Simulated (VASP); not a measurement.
# Si in VASP: notebook

Si is run at these levels: r2SCAN; tasks: single point, relaxation of cell and atoms.

Everything below comes from runs of VASP 6.6.1. Logs are shortened: lines on timing, memory, paths and dates and some standing lists are left out, and cuts for length are marked.

### Step 1. The cell of the first run

The typed cell holds 3 atoms: a = 3.557 Å, b = 3.557 Å, c = 4.405 Å, α = 90.00°, β = 90.00°, γ = 120.00°.

This isn't the form of Si at room conditions, which is diamond.

### Step 2. Single point, r2SCAN

File POSCAR:

```
Si
1.0
    3.5570971054      0.0000000000      0.0000000000
   -1.7785485527      3.0805364570      0.0000000000
    0.0000000000      0.0000000000      4.4048747932
Si
3
Direct
    0.3332674476      0.0000000000      0.3333333333
    0.0000000000      0.3332674476      0.6666666667
    0.6667325524      0.6667325524      0.0000000000
```

File INCAR.step1:

```
SYSTEM = Si
ALGO = Normal ; EDIFF = 1E-4
ENCUT = 520 ; GGA = PE
ISMEAR = 0 ; LASPH = .True.
LCHARG = .False. ; LREAL = .False.
LWAVE = .True. ; NBANDS = 13
NELM = 100 ; PREC = Accurate
SIGMA = 0.1
```

File INCAR.step2:

```
SYSTEM = Si
ALGO = Normal ; EDIFF = 1E-7
ENCUT = 520 ; ISIF = 2
ISMEAR = 0 ; ISTART = 1
LASPH = .True. ; LCHARG = .False.
LMIXTAU = .True. ; LREAL = .False.
LWAVE = .False. ; METAGGA = R2SCAN
NBANDS = 13 ; NELM = 100
PREC = Accurate ; SIGMA = 0.1
```

File KPOINTS:

```
k-points
0
Gamma
  6 6 4
  0 0 0
```

Potentials or basis: VASP PAW PBE potentials, release 64 (Si).

On the command line:

```bash
$ cat potpaw_PBE.64/Si/POTCAR > POTCAR
$ cp INCAR.step1 INCAR
$ mpirun -np 1 vasp_std > vasp.out
$ cp INCAR.step2 INCAR
$ mpirun -np 1 vasp_std > vasp.out
```

OUTCAR:

```text
SYSTEM = Si
   EDIFF = 1E-7
   ENCUT = 520
   ISIF = 2
   ISMEAR = 0
   ISTART = 1
   LASPH = .True.
   LREAL = .False.
   METAGGA = R2SCAN
   NELM = 100
   PREC = Accurate

 ion  position               nearest neighbor table
   1  0.333  0.000  0.333-   3 2.52   2 2.52   3 2.52   3 2.52   2 2.52   2 2.52
   2  0.000  0.333  0.667-   3 2.52   1 2.52   3 2.52   3 2.52   1 2.52   1 2.52
   3  0.667  0.667  0.000-   2 2.52   1 2.52   1 2.52   2 2.52   2 2.52   1 2.52

  LATTYP: Found a hexagonal cell.
 ALAT       =     3.5570971054
 C/A-ratio  =     1.2383341423

  Lattice vectors:

 A1 = (   3.5570971054,   0.0000000000,   0.0000000000)
 A2 = (  -1.7785485527,   3.0805364570,   0.0000000000)
 A3 = (   0.0000000000,   0.0000000000,   4.4048747932)

Analysis of symmetry for initial positions (statically):
=====================================================================
 Subroutine PRICEL returns:
 Original cell was already a primitive cell.

 Routine SETGRP: Setting up the symmetry group for a
 hexagonal supercell.

 Subroutine GETGRP returns: Found  6 space group operations
 (whereof  2 operations were pure point group operations)
 out of a pool of 24 trial point group operations.

The static configuration has the point symmetry C_2 .
 The point group associated with its full space group is D_3 .

Analysis of symmetry for dynamics (positions and initial velocities):
=====================================================================
 Subroutine PRICEL returns:
 Original cell was already a primitive cell.

 Routine SETGRP: Setting up the symmetry group for a
 hexagonal supercell.

 Subroutine GETGRP returns: Found  6 space group operations
 (whereof  2 operations were pure point group operations)
 out of a pool of 24 trial point group operations.

The dynamic configuration has the point symmetry C_2 .
 The point group associated with its full space group is D_3 .

 Subroutine INISYM returns: Found  6 space group operations
 (whereof  2 operations are pure point group operations),
 and found     1 'primitive' translations

----------------------------------------------------------------------------------------

                                     Primitive cell

  volume of cell :      48.2676

  direct lattice vectors                    reciprocal lattice vectors
     3.557097105  0.000000000  0.000000000     0.281128114  0.162309392  0.000000000
    -1.778548553  3.080536457  0.000000000     0.000000000  0.324618784  0.000000000
     0.000000000  0.000000000  4.404874793     0.000000000  0.000000000  0.227021209

  length of vectors
     3.557097105  3.557097105  4.404874793     0.324618784  0.324618784  0.227021209

  position of ions in fractional coordinates (direct lattice)
     0.333267448  0.000000000  0.333333333
     1.000000000  0.333267448  0.666666667
     0.666732552  0.666732552  0.000000000

  ion indices of the primitive-cell ions
   primitive index   ion index
                 1           1
                 2           2
                 3           3

----------------------------------------------------------------------------------------

 KPOINTS: k-points

Automatic generation of k-mesh.
 Grid dimensions read from file:
 generate k-points for:    6    6    4

 Generating k-lattice:

  Cartesian coordinates                     Fractional coordinates (reciprocal lattice)
     0.046854686  0.027051565  0.000000000     0.166666667  0.000000000  0.000000000
     0.000000000  0.054103131  0.000000000     0.000000000  0.166666667  0.000000000
     0.000000000  0.000000000  0.056755302     0.000000000  0.000000000  0.250000000

  Length of vectors
     0.054103131  0.054103131  0.056755302

  Shift w.r.t. Gamma in fractional coordinates (k-lattice)
     0.000000000  0.000000000  0.000000000

 Subroutine IBZKPT returns following result:
 ===========================================

 Found     24 irreducible k-points:

 Following reciprocal coordinates:
            Coordinates               Weight
  0.000000  0.000000  0.000000      1.000000
  0.166667 -0.000000  0.000000      6.000000
  0.333333  0.000000  0.000000      6.000000
  0.500000  0.000000  0.000000      3.000000
  0.166667  0.166667  0.000000      6.000000
  0.333333  0.166667  0.000000     12.000000
[... 16 lines left out ...]
  0.333333  0.166667  0.500000     12.000000
  0.333333  0.333333  0.500000      2.000000
   k-points           NKPTS =     24   k-points in BZ     NKDIM =     24   number of bands    NBANDS=     13
   number of dos      NEDOS =    301   number of ions     NIONS =      3
   total plane-waves  NPLWV =  28224
   dimension x,y,z NGX =    28 NGY =   28 NGZ =   36
   dimension x,y,z NGXF=    56 NGYF=   56 NGZF=   72
   ions per type =               3
   NGX,Y,Z   is equivalent  to a cutoff of  13.09, 13.09, 13.59 a.u.
   NGXF,Y,Z  is equivalent  to a cutoff of  26.17, 26.17, 27.17 a.u.
 SYSTEM =  Si
   PREC   = accura    normal or accurate (medium, high low for compatibility)
   ISTART =      1    job   : 0-new  1-cont  2-samecut
   ICHARG =      0    charge: 1-file 2-atom 10-const
   ISPIN  =      1    spin polarized calculation?
   LNONCOLLINEAR =      F non collinear calculations
   LSORBIT =      F    spin-orbit coupling
   LASPH  =      T    aspherical Exc in radial PAW
   ENCUT  =  520.0 eV  38.22 Ry    6.18 a.u.   6.61  6.61  8.19*2*pi/ulx,y,z
   NELM   =    100;   NELMIN=  2; NELMDL=  0     # of ELM steps
   EDIFF  = 0.1E-06   stopping-criterion for ELM
   LREAL  =      F    real-space projection
   EDIFFG = 0.1E-05   stopping-criterion for IOM
   NSW    =      0    number of steps for IOM
   IBRION =     -1    ionic relax: 0-MD 1-quasi-New 2-CG
   NFREE  =      0    steps in history (QN), initial steepest desc. (CG)
   ISIF   =      2    stress and relaxation
   ISYM   =      2    0-nonsym 1-usesym 2-fastsym
   POTIM  = 0.5000    time-step for ionic-motion
   TEBEG  =    0.0;   TEEND  =   0.0 temperature during run
   PSTRESS=    0.0 pullay stress
   NELECT =      12.0000    total number of electrons
   NUPDOWN=      -1.0000    fix difference up-down
   EMIN   =  10.00;   EMAX   =-10.00  energy-range for DOS
   EFERMI =   0.00;   METHOD = LEGACY
   ISMEAR =     0;   SIGMA  =   0.10  broadening in eV -4-tet -1-fermi 0-gaus
   EFERMI_NEDOS =   21; number of points for ismear=-14 and -15
   IALGO  =     38    algorithm
   IMIX   =      4    mixing-type and parameters
     AMIX     =   0.40;   BMIX     =  1.00
     AMIX_MAG =   1.60;   BMIX_MAG =  1.00
  volume/ion in A,a.u.               =      16.09       108.58
  Fermi-wavevector in a.u.,A,eV,Ry     =   1.029398  1.945280 14.417556  1.059660
  Thomas-Fermi vector in A             =   2.163444
   LORBIT       =      0    0 simple, 1 ext, 2 COOP (PROOUT), +10 PAW based schemes
   METAGGA = R2SCAN    functional components
   LHFCALC =     F    Hartree Fock is set to
   AEXX    =    0.0000 exact exchange contribution
   IVDW    =     0    specifies the selected vdW correction
   LEPSILON=     F    determine dielectric tensor
   LRPA    =     F    only Hartree local field effects (RPA)
 non-spin polarized calculation
 Gauss-broadening in eV      SIGMA  =   0.10
  energy-cutoff  :      520.00
  volume of cell :       48.27
 maximum number of plane-waves:      1330
 NGX is ok and might be reduce to    28

 number of electron      12.0000000 magnetization

 Free energy of the ion-electron system (eV)
  ---------------------------------------------------
  ext. energy  EPLUGINS =         0.00000000
  ---------------------------------------------------
  free energy    TOTEN  =       -24.92972657 eV

  energy without entropy =      -24.92501104  energy(sigma->0) =      -24.92736880

 E-fermi :   8.2930     XC(G=0): -11.2065

 val. band max:        8.2634121640   @ k =   0.1667  -0.0000   0.5000
 cond. band min:       8.3723350595   @ k =   0.1667  -0.0000   0.0000
 fundamental gap:      0.1089228954
 Fermi energy:         8.2929938284

 k-point     1 :       0.0000    0.0000    0.0000
  band No.  band energies     occupation
      1      -5.6408      2.00000
      2       1.8861      2.00000
      3       1.8861      2.00000
      4       8.7171      0.00000
      5       8.7188      0.00000
      6       8.7188      0.00000
      7       8.7206      0.00000
      8      12.6830      0.00000
      9      12.6830      0.00000
     10      16.1725      0.00000
     11      16.1725      0.00000
     12      16.5411      0.00000
     13      16.5414      0.00000

 k-point     2 :       0.1667   -0.0000    0.0000
  band No.  band energies     occupation
      1      -5.2011      2.00000
      2       2.1789      2.00000
      3       2.2557      2.00000
      4       5.3502      2.00000
      5       6.8615      2.00000
      6       8.3723      0.26184
      7      10.8418      0.00000
      8      12.3071      0.00000
      9      13.8741      0.00000
     10      14.2549      0.00000
     11      14.6230      0.00000
     12      16.1245      0.00000
     13      16.1362      0.00000

 k-point     3 :       0.3333    0.0000    0.0000
  band No.  band energies     occupation
      1      -3.8919      2.00000
      2       1.0411      2.00000
      3       3.3408      2.00000
      4       4.0958      2.00000
      5       5.6872      2.00000
      6       6.7381      2.00000
      7       8.7928      0.00000
      8      11.1472      0.00000
      9      11.9712      0.00000
     10      12.9173      0.00000
     11      15.4360      0.00000
     12      15.5853      0.00000
     13      17.8862      0.00000
[... 305 lines left out ...]
 k-point    23 :       0.3333    0.1667    0.5000
  band No.  band energies     occupation
      1      -0.9220      2.00000
      2      -0.7641      2.00000
      3       1.6545      2.00000
      4       2.4214      2.00000
      5       4.7091      2.00000
      6       4.7571      2.00000
      7      10.9968      0.00000
      8      11.8113      0.00000
      9      15.1361      0.00000
     10      15.7375      0.00000
     11      16.1790      0.00000
     12      16.9164      0.00000
     13      18.4458      0.00000

 k-point    24 :       0.3333    0.3333    0.5000
  band No.  band energies     occupation
      1       0.5720      2.00000
      2       0.5720      2.00000
      3       0.5734      2.00000
      4       2.6019      2.00000
      5       2.6020      2.00000
      6       2.6025      2.00000
      7      13.5886      0.00000
      8      13.5905      0.00000
      9      13.5905      0.00000
     10      17.4365      0.00000
     11      17.4365      0.00000
     12      17.4381      0.00000
     13      18.8561      0.00000

------------------------ aborting loop because EDIFF is reached ----------------------------------------

  FORCE on cell =-STRESS in cart. coord.  units (eV):
  Direction    XX          YY          ZZ          XY          YZ          ZX
  --------------------------------------------------------------------------------------
  -------------------------------------------------------------------------------------
  Total        0.0248213      0.0248213     -0.0624171     -0.0000000      0.0000000      0.0000000
  in kB        0.8239088      0.8239088     -2.0718514     -0.0000000      0.0000000      0.0000000
  external PRESSURE =      -0.1413446 kB  Pullay stress =       0.0000000 kB

 VOLUME and BASIS-vectors are now :
 -----------------------------------------------------------------------------
  energy-cutoff  :      520.00
  volume of cell :       48.27
      direct lattice vectors                 reciprocal lattice vectors
     3.557097105  0.000000000  0.000000000     0.281128114  0.162309392  0.000000000
    -1.778548553  3.080536457  0.000000000     0.000000000  0.324618784  0.000000000
     0.000000000  0.000000000  4.404874793     0.000000000  0.000000000  0.227021209

 POSITION                                       TOTAL-FORCE (eV/Angst)
 -----------------------------------------------------------------------------------
      1.18546      0.00000      1.46829         0.001250      0.000000      0.000000
     -0.59273      1.02664      2.93658        -0.000625      0.001083     -0.000000
      1.18582      2.05389      0.00000        -0.000625     -0.001083     -0.000000
 -----------------------------------------------------------------------------------
    total drift:                               -0.000000     -0.000000      0.000000

  FREE ENERGIE OF THE ION-ELECTRON SYSTEM (eV)
  ---------------------------------------------------
  free  energy   TOTEN  =       -24.9297265678 eV

  energy  without entropy=      -24.9250110387  energy(sigma->0) =      -24.92736880
```

Wall time 35 s (1 thread of AMD EPYC 9R45 (Zen 5), shared host); peak memory 0.14 GiB.

What came out:

```
Free energy            : -24.9297 eV
Pressure               : 0.0 GPa
Band gap on the k mesh : zero (bands 6 and 7 overlap by 4.82 eV)
```

Stress tensor (GPa, compression positive):
```
 0.08  0.00  0.00
 0.00  0.08  0.00
 0.00  0.00 -0.21
```

Caveat: the PAW data sets were made with another functional, which shifts forces and pressure a little.

### Step 3. Single point, r2SCAN

This run uses another cell than the first one: it holds 1 atom, not 3.

File POSCAR:

```
Si
1.0
    2.5256683306      0.0000000000      0.0000000000
    0.0000000000      2.5256683306      0.0000000000
    0.0000000000      0.0000000000      2.5256683306
Si
1
Direct
    0.5000000000      0.5000000000      0.5000000000
```

File INCAR.step1:

```
SYSTEM = Si
PREC = Accurate
ENCUT = 520
ISMEAR = 0
SIGMA = 0.1
LREAL = .FALSE.
LASPH = .TRUE.
NELM = 100
NBANDS = 8
GGA = PE
ALGO = Normal
EDIFF = 1E-4
LWAVE = .TRUE.
LCHARG = .FALSE.
```

File INCAR.step2:

```
SYSTEM = Si
PREC = Accurate
ENCUT = 520
EDIFF = 1E-6
ISMEAR = 0
SIGMA = 0.1
LREAL = .FALSE.
LASPH = .TRUE.
NELM = 100
ALGO = Normal
ISIF = 2
LWAVE = .FALSE.
LCHARG = .TRUE.
METAGGA = R2SCAN
LMIXTAU = .TRUE.
LELF = .TRUE.
LVHAR = .TRUE.
NBANDS = 8
ISTART = 1
```

File KPOINTS:

```
Automatic mesh
0
G
  22 22 22
  0 0 0
```

Potentials or basis: VASP PAW PBE potentials, release 64 (Si).

On the command line:

```bash
$ cat potpaw_PBE.64/Si/POTCAR > POTCAR
$ cp INCAR.step1 INCAR
$ mpirun -np 1 vasp_std > vasp.out
$ cp INCAR.step2 INCAR
$ mpirun -np 1 vasp_std > vasp.out
```

Wall time 56 s (1 thread of AMD EPYC 9R45 (Zen 5), shared host); peak memory 0.12 GiB.

The run converged. Its results:

```yaml
Free_energy: -8.2946 eV
Pressure: -0.1 GPa
Band_gap_on_the_k_mesh: zero (bands 2 and 3 overlap by 10.95 eV)
```

Levels at points of the mesh, in eV from the Fermi level:
```
           k point  band 1  band 2  band 3  band 4  band 5  band 6
(0.00, 0.00, 0.00)  -14.04    7.76    7.76    8.15    8.15    8.15
(0.50, 0.00, 0.00)   -9.15   -6.99   10.54   11.80   11.80   15.40
(0.50, 0.50, 0.00)   -3.60   -3.19   -3.19    1.67   15.39   18.15
(0.50, 0.50, 0.50)    0.47    0.47    0.47    4.15    5.34    5.34
```

Caveat: the PAW data sets were made with another functional, which shifts forces and pressure a little.

### Step 4. Relaxation of cell and atoms, r2SCAN

This run uses another cell than the first one: it holds 1 atom, not 3.

File POSCAR:

```
Si
1.0
    2.5245844849      0.0000000000      0.0000000000
    0.0000000000      2.5245844849      0.0000000000
    0.0000000000      0.0000000000      2.5245844849
Si
1
Direct
    0.5000000000      0.5000000000      0.5000000000
```

File INCAR.step1:

```
ALGO = Normal ; EDIFF = 1E-4
ENCUT = 600 ; GGA = PE
ISMEAR = 0 ; LASPH = True
LCHARG = False ; LREAL = False
LWAVE = True ; NELM = 80
PREC = Accurate ; SIGMA = 0.1
```

File INCAR.step2:

```
ALGO = Normal ; EDIFF = 1E-6
EDIFFG = -0.01 ; ENCUT = 600
IBRION = 2 ; ISIF = 3
ISMEAR = 0 ; ISTART = 1
LASPH = True ; LCHARG = False
LMIXTAU = True ; LREAL = False
LWAVE = False ; METAGGA = R2SCAN
NELM = 80 ; NSW = 100
PREC = Accurate ; SIGMA = 0.1
```

File KPOINTS:

```
k-points
0
Gamma
  22 22 22
```

On the command line:

```bash
$ cat potpaw_PBE.64/Si/POTCAR > POTCAR
$ cp INCAR.step1 INCAR
$ mpirun -np 1 vasp_std > vasp.out
$ cp INCAR.step2 INCAR
$ mpirun -np 1 vasp_std > vasp.out
```

Wall time 42 s (1 thread of AMD EPYC 9R45 (Zen 5), shared host); peak memory 0.12 GiB.

The run converged. Its results:

| Property | Result |
| --- | --- |
| Free energy | -8.2945 eV |
| Pressure after relaxing | 0.0 GPa |
| Band gap on the k mesh | zero (bands 2 and 3 overlap by 10.95 eV) |

Final structure:
```
Si
1.0
     2.52458    0.00000    0.00000
     0.00000    2.52458    0.00000
     0.00000    0.00000    2.52458
Si
1
Direct
  0.50000 0.50000 0.50000
```

Levels at points of the mesh, in eV from the Fermi level:
| k point | band 1 | band 2 | band 3 | band 4 | band 5 |
| --- | --- | --- | --- | --- | --- |
| (0.00, 0.00, 0.00) | -14.05 | 7.76 | 7.76 | 8.15 | 8.15 |
| (0.50, 0.00, 0.00) | -9.15 | -7.00 | 10.54 | 11.81 | 11.81 |
| (0.50, 0.50, 0.00) | -3.60 | -3.19 | -3.19 | 1.66 | 15.41 |
| (0.50, 0.50, 0.50) | 0.47 | 0.47 | 0.47 | 4.17 | 5.34 |

Caveat: the PAW data sets were made with another functional, which shifts forces and pressure a little.

### Step 5. Summary

| task | cell | k mesh | cutoff (eV) | gap on the mesh (eV) | pressure (GPa) |
| --- | --- | --- | --- | --- | --- |
| single point | a = 3.557, b = 3.557, c = 4.405 Å, angles 90.0, 90.0, 120.0°, 3 atoms, atomic positions A | 6 × 6 × 4 | 520 | none | 0.0 |
| single point | a = 2.526 Å, 1 atom, atomic positions B | 22 × 22 × 22 | 520 | none | -0.1 |
| relaxation of cell and atoms | relaxed from a = 2.525 Å, 1 atom, atomic positions B | 22 × 22 × 22 | 600 | none | 0.0 |

Alike in all rows: level r2SCAN; potentials or basis VASP PAW PBE potentials, release 64 (Si); no spin polarisation; smearing gaussian 0.1 eV.

Caveats: the PAW data sets were made with another functional, which shifts forces and pressure a little.

Total energies depend on the potentials used, so only differences within one code and one set of settings carry meaning.

The gap in the log of VASP goes by the Fermi energy; the results here count the filled bands.